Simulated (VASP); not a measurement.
# TiSi2 (P6/mmm) in VASP: notebook

Aim: see how the results for TiSi2 move with the level of theory and the settings. Levels: PBE, LDA, LDA+U. Tasks: density of states.

Program: VASP 6.6.1. These are calculated values, not measurements. Logs are shortened: lines on timing, memory, paths and dates and some standing lists are left out, and cuts for length are marked.

### Step 1. The cell of the first run

The structure is hexagonal, space group P6/mmm (No. 191). The conventional cell has a = 4.375 Å, b = 4.375 Å, c = 2.561 Å, α = 90.00°, β = 90.00°, γ = 120.00°. Within 3.4 Å of Ti (site symmetry 6/mmm) lie 2 Ti at 2.56 Å and 12 Si at 2.83 Å. Si (site symmetry -6m2) has 5 Si at 2.53 to 2.56 Å and 6 Ti at 2.83 Å within 3.3 Å.

### Step 2. Density of states, PBE

POSCAR

```
TiSi2
1.0
    4.3746400000      0.0000000000      0.0000000000
   -2.1873200000      3.7885500000      0.0000000000
    0.0000000000      0.0000000000      2.5610100000
Ti Si
1 2
Direct
    0.0000000000      0.0000000000      0.0000000000
    0.3333300000      0.6666700000      0.5000000000
    0.6666700000      0.3333300000      0.5000000000
```

INCAR.step1

```
SYSTEM = TiSi2
  PREC = Accurate
  ENCUT = 520
  EDIFF = 1E-7
  ISMEAR = -1
  SIGMA = 0.05
  LREAL = .False.
  LASPH = .True.
  NELM = 60
  ALGO = Normal
  ISIF = 2
  LWAVE = .False.
  LCHARG = .True.
  LMAXMIX = 4
  GGA = PE
  NBANDS = 17
```

KPOINTS.step1

```
Automatic mesh
0
Gamma
  7 7 10
  0 0 0
```

INCAR.step2

```
SYSTEM = TiSi2
  PREC = Accurate
  ENCUT = 520
  EDIFF = 1E-7
  ISMEAR = -5
  SIGMA = 0.05
  LREAL = .False.
  LASPH = .True.
  NELM = 60
  ALGO = Normal
  ISIF = 2
  LWAVE = .False.
  LCHARG = .False.
  LMAXMIX = 4
  GGA = PE
  LORBIT = 11
  NBANDS = 17
  NEDOS = 2001
  ICHARG = 11
```

KPOINTS.step2

```
Automatic mesh
0
Gamma
  11 11 15
  0 0 0
```

Potentials or basis: VASP PAW PBE potentials, release 64 (Ti_sv, Si).

Launch:

```bash
$ cat potpaw_PBE.64/Ti_sv/POTCAR potpaw_PBE.64/Si/POTCAR > POTCAR
$ cp INCAR.step1 INCAR
$ cp KPOINTS.step1 KPOINTS
$ mpirun -np 1 vasp_std > vasp.out
$ cp INCAR.step2 INCAR
$ cp KPOINTS.step2 KPOINTS
$ mpirun -np 1 vasp_std > vasp.out
```

OUTCAR:

```text
SYSTEM = TiSi2
   PREC = Accurate
   ENCUT = 520
   EDIFF = 1E-7
   ISMEAR = -5
   LREAL = .False.
   LASPH = .True.
   NELM = 60
   ISIF = 2
   GGA = PE
   LORBIT = 11
   ICHARG = 11

 ion  position               nearest neighbor table
   1  0.000  0.000  0.000-   2 2.83   3 2.83   2 2.83   3 2.83   3 2.83   3 2.83   2 2.83   2 2.83
                             3 2.83   3 2.83   2 2.83   2 2.83
   2  0.333  0.667  0.500-   3 2.53   3 2.53   3 2.53   1 2.83   1 2.83   1 2.83   1 2.83   1 2.83
                             1 2.83
   3  0.667  0.333  0.500-   2 2.53   2 2.53   2 2.53   1 2.83   1 2.83   1 2.83   1 2.83   1 2.83
                             1 2.83

  LATTYP: Found a hexagonal cell.
 ALAT       =     4.3746400000
 C/A-ratio  =     0.5854218861

  Lattice vectors:

 A1 = (   4.3746400000,   0.0000000000,   0.0000000000)
 A2 = (  -2.1873200000,   3.7885500000,   0.0000000000)
 A3 = (   0.0000000000,   0.0000000000,   2.5610100000)

Analysis of symmetry for initial positions (statically):
=====================================================================
 Subroutine PRICEL returns:
 Original cell was already a primitive cell.

 Routine SETGRP: Setting up the symmetry group for a
 hexagonal supercell.

 Subroutine GETGRP returns: Found  8 space group operations
 (whereof  8 operations were pure point group operations)
 out of a pool of 24 trial point group operations.

The static configuration has the point symmetry D_2h.

Analysis of symmetry for dynamics (positions and initial velocities):
=====================================================================
 Subroutine PRICEL returns:
 Original cell was already a primitive cell.

 Routine SETGRP: Setting up the symmetry group for a
 hexagonal supercell.

 Subroutine GETGRP returns: Found  8 space group operations
 (whereof  8 operations were pure point group operations)
 out of a pool of 24 trial point group operations.

The dynamic configuration has the point symmetry D_2h.

 Subroutine INISYM returns: Found  8 space group operations
 (whereof  8 operations are pure point group operations),
 and found     1 'primitive' translations

----------------------------------------------------------------------------------------

                                     Primitive cell

  volume of cell :      42.4450

  direct lattice vectors                    reciprocal lattice vectors
     4.374640000  0.000000000  0.000000000     0.228590238  0.131976614  0.000000000
    -2.187320000  3.788550000  0.000000000     0.000000000  0.263953227  0.000000000
     0.000000000  0.000000000  2.561010000     0.000000000  0.000000000  0.390470947

  length of vectors
     4.374640000  4.374640544  2.561010000     0.263953260  0.263953227  0.390470947

  position of ions in fractional coordinates (direct lattice)
     0.000000000  0.000000000  0.000000000
     0.333330000  0.666670000  0.500000000
     0.666670000  0.333330000  0.500000000

  ion indices of the primitive-cell ions
   primitive index   ion index
                 1           1
                 2           2
                 3           3

----------------------------------------------------------------------------------------

 KPOINTS: Automatic mesh

Automatic generation of k-mesh.
 Grid dimensions read from file:
 generate k-points for:   11   11   15

 Generating k-lattice:

  Cartesian coordinates                     Fractional coordinates (reciprocal lattice)
     0.020780931  0.011997874  0.000000000     0.090909091  0.000000000  0.000000000
     0.000000000  0.023995748  0.000000000     0.000000000  0.090909091  0.000000000
     0.000000000  0.000000000  0.026031396     0.000000000  0.000000000  0.066666667

  Length of vectors
     0.023995751  0.023995748  0.026031396

  Shift w.r.t. Gamma in fractional coordinates (k-lattice)
     0.000000000  0.000000000  0.000000000

 TETIRR: Found   2727 inequivalent tetrahedra from    10890

 Subroutine IBZKPT returns following result:
 ===========================================

 Found    288 irreducible k-points:

 Following reciprocal coordinates:
            Coordinates               Weight
  0.000000  0.000000  0.000000      1.000000
  0.090909  0.000000  0.000000      4.000000
 -0.090909  0.090909  0.000000      2.000000
  0.181818  0.000000  0.000000      4.000000
 -0.181818  0.181818  0.000000      2.000000
  0.272727 -0.000000  0.000000      4.000000
[... 16 lines left out ...]
  0.454545  0.090909  0.000000      4.000000
  0.454545  0.454545  0.000000      2.000000
 [... further k-points ...]
   k-points           NKPTS =    288   k-points in BZ     NKDIM =    288   number of bands    NBANDS=     17
   number of dos      NEDOS =   2001   number of ions     NIONS =      3
   total plane-waves  NPLWV =  25920
   dimension x,y,z NGX =    36 NGY =   36 NGZ =   20
   dimension x,y,z NGXF=    72 NGYF=   72 NGZF=   40
   ions per type =               1   2
   NGX,Y,Z   is equivalent  to a cutoff of  13.68, 13.68, 12.98 a.u.
   NGXF,Y,Z  is equivalent  to a cutoff of  27.36, 27.36, 25.97 a.u.
 SYSTEM =  TiSi2
   PREC   = accura    normal or accurate (medium, high low for compatibility)
   ISTART =      0    job   : 0-new  1-cont  2-samecut
   ICHARG =     11    charge: 1-file 2-atom 10-const
   ISPIN  =      1    spin polarized calculation?
   LNONCOLLINEAR =      F non collinear calculations
   LSORBIT =      F    spin-orbit coupling
   LASPH  =      T    aspherical Exc in radial PAW
   ENCUT  =  520.0 eV  38.22 Ry    6.18 a.u.   8.13  8.13  4.76*2*pi/ulx,y,z
   NELM   =     60;   NELMIN=  2; NELMDL=  0     # of ELM steps
   EDIFF  = 0.1E-06   stopping-criterion for ELM
   LREAL  =      F    real-space projection
   EDIFFG = 0.1E-05   stopping-criterion for IOM
   NSW    =      0    number of steps for IOM
   IBRION =     -1    ionic relax: 0-MD 1-quasi-New 2-CG
   NFREE  =      0    steps in history (QN), initial steepest desc. (CG)
   ISIF   =      2    stress and relaxation
   ISYM   =      2    0-nonsym 1-usesym 2-fastsym
   POTIM  = 0.5000    time-step for ionic-motion
   TEBEG  =    0.0;   TEEND  =   0.0 temperature during run
   PSTRESS=    0.0 pullay stress
   NELECT =      20.0000    total number of electrons
   NUPDOWN=      -1.0000    fix difference up-down
   EMIN   =  10.00;   EMAX   =-10.00  energy-range for DOS
   EFERMI =   0.00;   METHOD = LEGACY
   ISMEAR =    -5;   SIGMA  =   0.05  broadening in eV -4-tet -1-fermi 0-gaus
   EFERMI_NEDOS =   21; number of points for ismear=-14 and -15
   IALGO  =     38    algorithm
   IMIX   =      4    mixing-type and parameters
     AMIX     =   0.40;   BMIX     =  1.00
     AMIX_MAG =   1.60;   BMIX_MAG =  1.00
  volume/ion in A,a.u.               =      14.15        95.48
  Fermi-wavevector in a.u.,A,eV,Ry     =   1.273921  2.407362 22.080564  1.622876
  Thomas-Fermi vector in A             =   2.406718
   LORBIT       =     11    0 simple, 1 ext, 2 COOP (PROOUT), +10 PAW based schemes
   GGA     = PE    functional components
   LHFCALC =     F    Hartree Fock is set to
   AEXX    =    0.0000 exact exchange contribution
   IVDW    =     0    specifies the selected vdW correction
   LEPSILON=     F    determine dielectric tensor
   LRPA    =     F    only Hartree local field effects (RPA)
 non-spin polarized calculation
 Fermi weights with tetrahedron method with Bloechl corrections
  energy-cutoff  :      520.00
  volume of cell :       42.45
 maximum number of plane-waves:      1160
 NGX is ok and might be reduce to    36

 number of electron      20.0000000 magnetization

 Free energy of the ion-electron system (eV)
  ---------------------------------------------------
  ext. energy  EPLUGINS =         0.00000000
  ---------------------------------------------------
  free energy    TOTEN  =       -19.43276132 eV

  energy without entropy =      -19.43276132  energy(sigma->0) =      -19.43276132

 E-fermi :  10.6104     XC(G=0): -11.6725

 val. band max:       10.6141168582   @ k =   0.1818   0.1818   0.4000
 cond. band min:      10.5886246606   @ k =  -0.2727   0.2727   0.1333
 fundamental gap:     -0.0254921976
 Fermi energy:        10.6104382693

 k-point     1 :       0.0000    0.0000    0.0000
  band No.  band energies     occupation
      1     -46.1537      2.00000
      2     -22.4684      2.00000
      3     -22.4684      2.00000
      4     -21.8315      2.00000
      5      -2.6165      2.00000
      6       5.3408      2.00000
[... 9 lines left out ...]
     16      16.3184      0.00000
     17      17.6640      0.00000

 k-point     2 :       0.0909    0.0000    0.0000
  band No.  band energies     occupation
      1     -46.1536      2.00000
      2     -22.4696      2.00000
      3     -22.4687      2.00000
      4     -21.8315      2.00000
      5      -2.5340      2.00000
      6       4.2251      2.00000
[... 9 lines left out ...]
     16      16.5415      0.00000
     17      17.7705      0.00000

 k-point     3 :      -0.0909    0.0909    0.0000
  band No.  band energies     occupation
      1     -46.1536      2.00000
      2     -22.4696      2.00000
      3     -22.4687      2.00000
      4     -21.8315      2.00000
      5      -2.5340      2.00000
      6       4.2252      2.00000
[... 9 lines left out ...]
     16      16.5415      0.00000
     17      17.7705      0.00000

 k-point     4 :       0.1818    0.0000    0.0000
  band No.  band energies     occupation
      1     -46.1535      2.00000
      2     -22.4727      2.00000
      3     -22.4694      2.00000
      4     -21.8315      2.00000
      5      -2.2905      2.00000
      6       3.1263      2.00000
[... 9 lines left out ...]
     16      17.1483      0.00000
     17      18.0719      0.00000

 k-point     5 :      -0.1818    0.1818    0.0000
  band No.  band energies     occupation
      1     -46.1535      2.00000
      2     -22.4727      2.00000
      3     -22.4694      2.00000
      4     -21.8315      2.00000
      5      -2.2905      2.00000
      6       3.1264      2.00000
[... 9 lines left out ...]
     16      17.1483      0.00000
     17      18.0719      0.00000

 k-point     6 :       0.2727   -0.0000    0.0000
  band No.  band energies     occupation
      1     -46.1534      2.00000
      2     -22.4768      2.00000
      3     -22.4703      2.00000
      4     -21.8313      2.00000
      5      -1.8990      2.00000
      6       2.1158      2.00000
[... 9 lines left out ...]
     16      17.7208      0.00000
     17      18.5249      0.00000
[... 281 lines left out ...]
 k-point    21 :      -0.0909    0.4545    0.0000
  band No.  band energies     occupation
      1     -46.1532      2.00000
      2     -22.4816      2.00000
      3     -22.4722      2.00000
      4     -21.8312      2.00000
      5      -1.0622      2.00000
      6       0.7973      2.00000
[... 9 lines left out ...]
     16      17.0571      0.00000
     17      19.0481      0.00000

 k-point    22 :      -0.4545    0.3636    0.0000
  band No.  band energies     occupation
      1     -46.1532      2.00000
      2     -22.4816      2.00000
      3     -22.4722      2.00000
      4     -21.8312      2.00000
      5      -1.0623      2.00000
      6       0.7974      2.00000
[... 9 lines left out ...]
     16      17.0572      0.00000
     17      19.0408      0.00000

 k-point    23 :       0.4545    0.0909    0.0000
  band No.  band energies     occupation
      1     -46.1532      2.00000
      2     -22.4826      2.00000
      3     -22.4725      2.00000
      4     -21.8312      2.00000
      5      -0.7026      2.00000
      6       0.3502      2.00000
[... 9 lines left out ...]
     16      17.5669      0.00000
     17      17.9924      0.00000

 k-point    24 :       0.4545    0.4545    0.0000
  band No.  band energies     occupation
      1     -46.1532      2.00000
      2     -22.4826      2.00000
      3     -22.4725      2.00000
      4     -21.8312      2.00000
      5      -0.7027      2.00000
      6       0.3505      2.00000
[... 9 lines left out ...]
     16      17.5672      0.00000
     17      17.9924      0.00000

 [... further k-points ...]
[... 5 lines left out ...]
  --------------------------------------------------------------------------------------
  -------------------------------------------------------------------------------------
  Total        0.4656912      0.4656429     -0.2086192     -0.0000420      0.0000000      0.0000000
  in kB       17.5785078     17.5766828     -7.8747765     -0.0015855      0.0000000      0.0000000
  external PRESSURE =       9.0934714 kB  Pullay stress =       0.0000000 kB

 VOLUME and BASIS-vectors are now :
 -----------------------------------------------------------------------------
  energy-cutoff  :      520.00
  volume of cell :       42.45
      direct lattice vectors                 reciprocal lattice vectors
     4.374640000  0.000000000  0.000000000     0.228590238  0.131976614  0.000000000
    -2.187320000  3.788550000  0.000000000     0.000000000  0.263953227  0.000000000
     0.000000000  0.000000000  2.561010000     0.000000000  0.000000000  0.390470947

 POSITION                                       TOTAL-FORCE (eV/Angst)
 -----------------------------------------------------------------------------------
      0.00000      0.00000      0.00000         0.000000      0.000000      0.000000
     -0.00002      2.52571      1.28051         0.001114     -0.000643      0.000000
      2.18734      1.26284      1.28051        -0.001114      0.000643      0.000000
 -----------------------------------------------------------------------------------
    total drift:                               -0.000000      0.000000     -0.000000

  FREE ENERGIE OF THE ION-ELECTRON SYSTEM (eV)
  ---------------------------------------------------
  free  energy   TOTEN  =       -19.4327613150 eV

  energy  without entropy=      -19.4327613150  energy(sigma->0) =      -19.43276132

 total charge

# of ion       s       p       d       tot
------------------------------------------
    1        2.183   6.121   2.083  10.388
    2        0.749   0.863   0.000   1.612
    3        0.749   0.863   0.000   1.612
--------------------------------------------------
tot          3.681   7.848   2.083  13.611
```

Wall time 2.7 min (1 thread of AMD EPYC 7R13 (Zen 3), shared host); peak memory 0.28 GiB.

Results:

```yaml
Valence_electrons_inside_the_program's_atomic_spheres: Ti 10.39; Si 1.61
```

Caveat: tetrahedron occupations give inexact forces and stress in metals.

### Step 3. Density of states, LDA

POSCAR is that of step 2.

INCAR.step1

```
PREC     = Accurate       # precision mode
ENCUT    = 520            # plane-wave cutoff, eV
EDIFF    = 1E-6           # SCF threshold, eV
ISMEAR   = -1             # smearing method
SIGMA    = 0.05           # smearing width, eV
LREAL    = F              # projectors in reciprocal space
LASPH    = T              # aspherical terms in the spheres
NELM     = 60             # most SCF steps
ALGO     = Normal         # electronic algorithm
ISIF     = 2              # what is computed and relaxed
LWAVE    = F              # write WAVECAR
LCHARG   = T              # write CHGCAR
LMAXMIX  = 4              # l up to which the mixer works
NBANDS   = 17             # bands
```

KPOINTS.step1

```
regular mesh
0
Gamma
  7 7 10
```

INCAR.step2

```
PREC     = Accurate       # precision mode
ENCUT    = 520            # plane-wave cutoff, eV
EDIFF    = 1E-6           # SCF threshold, eV
ISMEAR   = -5             # smearing method
SIGMA    = 0.05           # smearing width, eV
LREAL    = F              # projectors in reciprocal space
LASPH    = T              # aspherical terms in the spheres
NELM     = 60             # most SCF steps
ALGO     = Normal         # electronic algorithm
ISIF     = 2              # what is computed and relaxed
LWAVE    = F              # write WAVECAR
LCHARG   = F              # write CHGCAR
LMAXMIX  = 4              # l up to which the mixer works
LORBIT   = 11             # projections on sites
NBANDS   = 17             # bands
NEDOS    = 1001           # points of the DOS
ICHARG   = 11             # starting density
```

KPOINTS.step2

```
regular mesh
0
Gamma
  11 11 15
```

Potentials or basis: VASP PAW LDA potentials, release 64 (Ti_sv, Si).

Launch:

```bash
$ cat potpaw_LDA.64/Ti_sv/POTCAR potpaw_LDA.64/Si/POTCAR > POTCAR
$ cp INCAR.step1 INCAR
$ cp KPOINTS.step1 KPOINTS
$ mpirun -np 1 vasp_std > vasp.out
$ cp INCAR.step2 INCAR
$ cp KPOINTS.step2 KPOINTS
$ mpirun -np 1 vasp_std > vasp.out
```

It took 2.6 min on 1 thread of Intel Xeon 6975P-C, shared host; peak memory 0.31 GiB.

Results (log left out):

```yaml
Valence_electrons_inside_the_program's_atomic_spheres: Ti 10.42; Si 1.63
```

Levels at points of the mesh, in eV from the Fermi level:
```csv
k point,band 8,band 9,band 10,band 11,band 12,band 13
"(0.00, 0.00, 0.00)",-5.12,-1.68,-0.94,-0.94,2.79,2.79
```

Caveat: tetrahedron occupations give inexact forces and stress in metals.

[end of part 1 of 2]
